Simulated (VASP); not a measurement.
# FePb2O4 (P6/mmm) in VASP: single point with PBE

Aim: the single point of FePb2O4 with PBE.

All numbers are computed with VASP 6.6.1; they aren't measurements. Logs are shortened: lines on timing, memory, paths and dates and some standing lists are left out, and cuts for length are marked.

### Step 1. The cell of the first run

Symmetry: P6/mmm, No. 191, hexagonal system. Conventional cell: a = 5.445 Å, b = 5.445 Å, c = 6.210 Å, α = 90.00°, β = 90.00°, γ = 120.00°. Fe (site symmetry 6/mmm) has 6 Pb at 3.14 Å and 12 O at 3.99 Å within 4.1 Å. Pb (site symmetry -6m2) has 2 O at 2.46 Å and 3 Pb at 3.14 Å and 3 Fe at 3.14 Å within 3.2 Å. O (site symmetry 3m) has 1 O at 1.29 Å within 1.7 Å.

The cell was generated, and may not be a known phase.

### Step 2. Single point, PBE, collinear spin, ferromagnetic start

Input file INCAR:

```
SYSTEM = FePb2O4
  PREC = Accurate
  ENCUT = 520
  EDIFF = 1E-6
  ISMEAR = 0
  SIGMA = 0.15
  LREAL = .FALSE.
  LASPH = .TRUE.
  NELM = 150
  ALGO = Normal
  ISIF = 2
  LWAVE = .FALSE.
  LCHARG = .FALSE.
  ISPIN = 2
  MAGMOM = 4 0 0 0 0 0 0
  LORBIT = 11
  LMAXMIX = 4
  GGA = PE
  NBANDS = 43
```

Input file KPOINTS:

```
Automatic mesh
0
G
  3 3 3
  0 0 0
```

Input file POSCAR:

```
FePb2O4
1.0
    5.4446075895      0.0000000000      0.0000000000
   -2.7223037947      4.7151684861      0.0000000000
    0.0000000000      0.0000000000      6.2103665196
Fe Pb O
1 2 4
Direct
    0.0000000000      0.0000000000      0.0000000000
    0.3333333333      0.6666666667      0.0000000000
    0.6666666667      0.3333333333      0.0000000000
    0.3333333333      0.6666666667      0.6037344902
    0.6666666667      0.3333333333      0.6037344902
    0.6666666667      0.3333333333      0.3962655098
    0.3333333333      0.6666666667      0.3962655098
```

Potentials or basis: VASP PAW PBE potentials, release 64 (Fe, Pb_d, O).

Command:

```bash
$ cat potpaw_PBE.64/Fe/POTCAR potpaw_PBE.64/Pb_d/POTCAR potpaw_PBE.64/O/POTCAR > POTCAR
$ mpirun -np 1 vasp_std > vasp.out
```

OUTCAR:

```text
SYSTEM = FePb2O4
   PREC = Accurate
   ENCUT = 520
   EDIFF = 1E-6
   ISMEAR = 0
   LREAL = .FALSE.
   LASPH = .TRUE.
   NELM = 150
   ISIF = 2
   ISPIN = 2
   LORBIT = 11
   GGA = PE

 ion  position               nearest neighbor table
   1  0.000  0.000  0.000-   2 3.14   3 3.14   2 3.14   3 3.14   3 3.14   2 3.14
   2  0.333  0.667  0.000-   4 2.46   7 2.46   3 3.14   1 3.14   3 3.14   1 3.14   1 3.14   3 3.14

   3  0.667  0.333  0.000-   5 2.46   6 2.46   2 3.14   1 3.14   2 3.14   1 3.14   1 3.14   2 3.14

   4  0.333  0.667  0.604-   7 1.29   2 2.46
   5  0.667  0.333  0.604-   6 1.29   3 2.46
   6  0.667  0.333  0.396-   5 1.29   3 2.46
   7  0.333  0.667  0.396-   4 1.29   2 2.46

  LATTYP: Found a hexagonal cell.
 ALAT       =     5.4446075895
 C/A-ratio  =     1.1406453849

  Lattice vectors:

 A1 = (   5.4446075895,   0.0000000000,   0.0000000000)
 A2 = (  -2.7223037947,   4.7151684861,   0.0000000000)
 A3 = (   0.0000000000,   0.0000000000,   6.2103665196)

Analysis of symmetry for initial positions (statically):
=====================================================================
 Subroutine PRICEL returns:
 Original cell was already a primitive cell.

 Routine SETGRP: Setting up the symmetry group for a
 hexagonal supercell.

 Subroutine GETGRP returns: Found 24 space group operations
 (whereof 24 operations were pure point group operations)
 out of a pool of 24 trial point group operations.

The static configuration has the point symmetry D_6h.

Analysis of symmetry for dynamics (positions and initial velocities):
=====================================================================
 Subroutine PRICEL returns:
 Original cell was already a primitive cell.

 Routine SETGRP: Setting up the symmetry group for a
 hexagonal supercell.

 Subroutine GETGRP returns: Found 24 space group operations
 (whereof 24 operations were pure point group operations)
 out of a pool of 24 trial point group operations.

The dynamic configuration has the point symmetry D_6h.

Analysis of structural, dynamic, and magnetic symmetry:
=====================================================================
 Subroutine PRICEL returns:
 Original cell was already a primitive cell.

 Routine SETGRP: Setting up the symmetry group for a
 hexagonal supercell.

 Subroutine GETGRP returns: Found 24 space group operations
 (whereof 24 operations were pure point group operations)
 out of a pool of 24 trial point group operations.

The overall configuration has the point symmetry D_6h.

 Subroutine INISYM returns: Found 24 space group operations
 (whereof 24 operations are pure point group operations),
 and found     1 'primitive' translations

----------------------------------------------------------------------------------------

                                     Primitive cell

  volume of cell :     159.4340

  direct lattice vectors                    reciprocal lattice vectors
     5.444607590  0.000000000  0.000000000     0.183667966  0.106040749  0.000000000
    -2.722303795  4.715168486  0.000000000     0.000000000  0.212081499  0.000000000
     0.000000000  0.000000000  6.210366520     0.000000000  0.000000000  0.161021092

  length of vectors
     5.444607590  5.444607589  6.210366520     0.212081499  0.212081499  0.161021092

  position of ions in fractional coordinates (direct lattice)
     0.000000000  0.000000000  0.000000000
     0.333333333  0.666666667  0.000000000
     0.666666667  0.333333333  0.000000000
     0.333333333  0.666666667  0.603734490
     0.666666667  0.333333333  0.603734490
     0.666666667  0.333333333  0.396265510
     0.333333333  0.666666667  0.396265510

  ion indices of the primitive-cell ions
   primitive index   ion index
                 1           1
                 2           2
                 3           3
                 4           4
                 5           5
                 6           6
                 7           7

[... 33 lines left out ...]
  0.333333  0.333333  0.333333      4.000000
   k-points           NKPTS =      6   k-points in BZ     NKDIM =      6   number of bands    NBANDS=     43
   number of dos      NEDOS =    301   number of ions     NIONS =      7
   total plane-waves  NPLWV =  76800
   dimension x,y,z NGX =    40 NGY =   40 NGZ =   48
   dimension x,y,z NGXF=    80 NGYF=   80 NGZF=   96
   ions per type =               1   2   4
   NGX,Y,Z   is equivalent  to a cutoff of  12.21, 12.21, 12.85 a.u.
   NGXF,Y,Z  is equivalent  to a cutoff of  24.43, 24.43, 25.70 a.u.
 SYSTEM =  FePb2O4
   PREC   = accura    normal or accurate (medium, high low for compatibility)
   ISTART =      0    job   : 0-new  1-cont  2-samecut
   ICHARG =      2    charge: 1-file 2-atom 10-const
   ISPIN  =      2    spin polarized calculation?
   LNONCOLLINEAR =      F non collinear calculations
   LSORBIT =      F    spin-orbit coupling
   LASPH  =      T    aspherical Exc in radial PAW
   ENCUT  =  520.0 eV  38.22 Ry    6.18 a.u.  10.12 10.12 11.55*2*pi/ulx,y,z
   NELM   =    150;   NELMIN=  2; NELMDL= -5     # of ELM steps
   EDIFF  = 0.1E-05   stopping-criterion for ELM
   LREAL  =      F    real-space projection
   EDIFFG = 0.1E-04   stopping-criterion for IOM
   NSW    =      0    number of steps for IOM
   IBRION =     -1    ionic relax: 0-MD 1-quasi-New 2-CG
   NFREE  =      0    steps in history (QN), initial steepest desc. (CG)
   ISIF   =      2    stress and relaxation
   ISYM   =      2    0-nonsym 1-usesym 2-fastsym
   POTIM  = 0.5000    time-step for ionic-motion
   TEBEG  =    0.0;   TEEND  =   0.0 temperature during run
   PSTRESS=    0.0 pullay stress
   NELECT =      60.0000    total number of electrons
   NUPDOWN=      -1.0000    fix difference up-down
   EMIN   =  10.00;   EMAX   =-10.00  energy-range for DOS
   EFERMI =   0.00;   METHOD = LEGACY
   ISMEAR =     0;   SIGMA  =   0.15  broadening in eV -4-tet -1-fermi 0-gaus
   EFERMI_NEDOS =   21; number of points for ismear=-14 and -15
   IALGO  =     38    algorithm
   IMIX   =      4    mixing-type and parameters
     AMIX     =   0.40;   BMIX     =  1.00
     AMIX_MAG =   1.60;   BMIX_MAG =  1.00
  volume/ion in A,a.u.               =      22.78       153.70
  Fermi-wavevector in a.u.,A,eV,Ry     =   1.181948  2.233557 19.007342  1.397000
  Thomas-Fermi vector in A             =   2.318211
   LORBIT       =     11    0 simple, 1 ext, 2 COOP (PROOUT), +10 PAW based schemes
   GGA     = PE    functional components
   LHFCALC =     F    Hartree Fock is set to
   AEXX    =    0.0000 exact exchange contribution
   IVDW    =     0    specifies the selected vdW correction
   LEPSILON=     F    determine dielectric tensor
   LRPA    =     F    only Hartree local field effects (RPA)
 spin polarized calculation
 Gauss-broadening in eV      SIGMA  =   0.15
  energy-cutoff  :      520.00
  volume of cell :      159.43
 maximum number of plane-waves:      4323
   NGX = 21   NGY = 21   NGZ = 23

 number of electron      59.9999998 magnetization       5.2545876

 Free energy of the ion-electron system (eV)
  ---------------------------------------------------
  ext. energy  EPLUGINS =         0.00000000
  ---------------------------------------------------
  free energy    TOTEN  =       -31.99200054 eV

  energy without entropy =      -31.89987342  energy(sigma->0) =      -31.94593698

 E-fermi :   2.3884     XC(G=0):  -8.3545

 val. band max:        2.3330576419   @ k =   0.0000   0.0000   0.0000
 cond. band min:       2.3924547981   @ k =   0.0000   0.0000   0.0000
 fundamental gap:      0.0593971562
 Fermi energy:         2.3883970560

 spin component 1

 k-point     1 :       0.0000    0.0000    0.0000
  band No.  band energies     occupation
      1     -22.7487      1.00000
      2     -22.6073      1.00000
      3     -15.0344      1.00000
      4     -14.8611      1.00000
      5     -14.8611      1.00000
      6     -14.8478      1.00000
[... 259 lines left out ...]
     41       9.8534      0.00000
     42      10.7905      0.00000
 Fermi energy:         2.3883970560

 spin component 2

 k-point     1 :       0.0000    0.0000    0.0000
  band No.  band energies     occupation
      1     -22.0050      1.00000
      2     -21.8577      1.00000
      3     -15.0448      1.00000
      4     -14.8808      1.00000
      5     -14.8808      1.00000
      6     -14.8626      1.00000
[... 259 lines left out ...]
     41      10.2836      0.00000
     42      11.0649      0.00000
 [bands above 42 left out]

------------------------ aborting loop because EDIFF is reached ----------------------------------------

  FORCE on cell =-STRESS in cart. coord.  units (eV):
  Direction    XX          YY          ZZ          XY          YZ          ZX
  --------------------------------------------------------------------------------------
  -------------------------------------------------------------------------------------
  Total       -1.0179461     -1.0179461      2.3985209     -0.0000000     -0.0000000      0.0000000
  in kB      -10.2294982    -10.2294982     24.1031082     -0.0000000     -0.0000000      0.0000000
  external PRESSURE =       1.2147039 kB  Pullay stress =       0.0000000 kB

 VOLUME and BASIS-vectors are now :
 -----------------------------------------------------------------------------
  energy-cutoff  :      520.00
  volume of cell :      159.43
      direct lattice vectors                 reciprocal lattice vectors
     5.444607590  0.000000000  0.000000000     0.183667966  0.106040749  0.000000000
    -2.722303795  4.715168486  0.000000000     0.000000000  0.212081499  0.000000000
     0.000000000  0.000000000  6.210366520     0.000000000  0.000000000  0.161021092

 POSITION                                       TOTAL-FORCE (eV/Angst)
 -----------------------------------------------------------------------------------
      0.00000      0.00000      0.00000         0.000000     -0.000000      0.000000
     -0.00000      3.14345      0.00000         0.000000     -0.000000      0.000000
      2.72230      1.57172      0.00000        -0.000000      0.000000     -0.000000
     -0.00000      3.14345      3.74941        -0.000000     -0.000000      0.392027
      2.72230      1.57172      3.74941         0.000000      0.000000      0.392027
      2.72230      1.57172      2.46095         0.000000     -0.000000     -0.392027
     -0.00000      3.14345      2.46095        -0.000000     -0.000000     -0.392027
 -----------------------------------------------------------------------------------
    total drift:                                0.000000     -0.000000      0.000000

  FREE ENERGIE OF THE ION-ELECTRON SYSTEM (eV)
  ---------------------------------------------------
  free  energy   TOTEN  =       -31.9920005398 eV

  energy  without entropy=      -31.8998734176  energy(sigma->0) =      -31.94593698

 total charge

# of ion       s       p       d       tot
------------------------------------------
    1        0.346   0.121   6.182   6.649
    2        1.398   0.676   9.836  11.910
    3        1.398   0.676   9.836  11.910
    4        1.587   3.323   0.000   4.911
    5        1.587   3.323   0.000   4.911
    6        1.587   3.323   0.000   4.911
    7        1.587   3.323   0.000   4.911
--------------------------------------------------
tot          9.492  14.765  25.855  50.113

 magnetization (x)

# of ion       s       p       d       tot
------------------------------------------
    1        0.059   0.007   2.885   2.951
    2        0.005  -0.058  -0.002  -0.055
    3        0.005  -0.058  -0.002  -0.055
    4        0.006   0.495   0.000   0.501
    5        0.006   0.495   0.000   0.501
    6        0.006   0.495   0.000   0.501
    7        0.006   0.495   0.000   0.501
--------------------------------------------------
tot          0.092   1.870   2.882   4.844
```

It took 6.3 min on 1 thread of Intel Xeon 8259CL, shared host; peak memory 0.36 GiB.

What came out:

| Property | Result |
| --- | --- |
| Free energy | -31.9920 eV |
| Pressure | 0.1 GPa |
| Largest force | 0.392 eV/Å |
| Net moment | 5.25 μB per cell |
| Site moments | Fe +2.95; Pb -0.06; O +0.50 μB |
| Valence electrons inside the program's atomic spheres | Fe 6.65; Pb 11.91; O 4.91 |

Forces in eV/Å, atoms in the order of the input:
```
Fe   0.000  0.000  0.000
Pb   0.000  0.000  0.000
Pb   0.000  0.000  0.000
O    0.000  0.000  0.392
O    0.000  0.000  0.392
O    0.000  0.000 -0.392
O    0.000  0.000 -0.392
```

Caveat: the k points lie up to 0.44 Å⁻¹ apart; spin-orbit coupling is left out, which moves the levels of the heavy elements; a cell with one magnetic atom can't hold antiferromagnetic order, which such compounds often take; semilocal functionals often make such compounds metallic where correlation or magnetic order opens a gap, which also shifts bond lengths. With open d or f shells a metallic result of PBE can be an artefact of self-interaction; +U or a hybrid may open a gap.
